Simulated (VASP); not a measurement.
Ni3Ge: relaxation of cell and atoms with r2SCAN

The system is Ni3Ge.

```
Ni Ge
1.0
     3.31894    0.00000    0.00000
     0.00000    3.31894    0.00000
     0.00000    0.00000    3.31894
Ni Ge
3 1
Direct
  0.50000 0.00000 0.50000
  0.00000 0.50000 0.50000
  0.50000 0.50000 0.00000
  0.00000 0.00000 0.00000
```

- Program: VASP 6.6.1
- Task: relaxation of cell and atoms
- Functional: r2SCAN
- Potentials or basis: VASP PAW PBE potentials, release 64 (Ni, Ge_d)
- Cutoff: 600 eV
- k mesh: 12 × 12 × 12
- Occupations: gaussian, width 0.1 eV
- Spin: no spin polarisation
- Target pressure: 60 GPa
- Dipole correction: no
- Further INCAR settings: ALGO = Normal; EDIFF = 1e-07; IBRION = 2; EDIFFG = -0.008; NSW = 70; ISIF = 3

The relaxed volume is 9.20 Å³/atom and the relaxed cell is a = 3.326 Å, b = 3.326 Å, c = 3.326 Å, α = 90.00°, β = 90.00°, γ = 90.00°. The space group after relaxing (to 0.1 Å) is Pm-3m (No. 221). The energy change on relaxing (the run minimises the enthalpy) is -23.3 meV/atom. The ionic steps are 3 and the pressure after relaxing is 60.0 GPa. The band gap on the k mesh is zero (bands 22 and 23 overlap by 0.34 eV).

The path:
| step | energy change (eV) | largest force (eV/Å) | pressure (GPa) | volume (Å³) |
| --- | --- | --- | --- | --- |
| 1 | 0.0000 | 0.0000 | 63.19 | 36.56 |
| 2 | -0.3453 | 0.0000 | 51.06 | 37.53 |
| 3 | -0.0934 | 0.0000 | 59.99 | 36.80 |

Final structure:
```
CELL_PARAMETERS angstrom
3.32627 0.00000 0.00000
0.00000 3.32627 0.00000
0.00000 0.00000 3.32627
ATOMIC_POSITIONS crystal
Ni 0.50000 0.00000 0.50000
Ni 0.00000 0.50000 0.50000
Ni 0.50000 0.50000 0.00000
Ge 0.00000 0.00000 0.00000
```

Levels at points of the mesh, in eV from the Fermi level:
```csv
k point,band 19,band 20,band 21,band 22,band 23,band 24,band 25,band 26
"(0.00, 0.00, 0.00)",-0.88,-0.88,-0.43,0.06,0.06,0.06,6.08,8.28
"(0.50, 0.00, 0.00)",-1.73,-1.58,-0.81,0.07,4.49,4.49,6.71,6.73
"(0.50, 0.50, 0.00)",-1.61,-1.51,-1.23,-1.22,0.82,0.82,7.14,8.06
"(0.50, 0.50, 0.50)",-1.58,-1.58,-0.98,-0.27,-0.27,-0.27,1.55,5.45
```

Run time: 7.8 min on 1 thread of AMD EPYC 9R45 (Zen 5), on a shared host, peak memory 0.2 GiB.

Caveat: the cell is relaxed towards a set pressure, so the run minimises the enthalpy, not the energy; the PAW data sets were made with another functional, which shifts forces and pressure a little. Spin polarisation is off, so any magnetic state and its effect on volume and gap are missing.
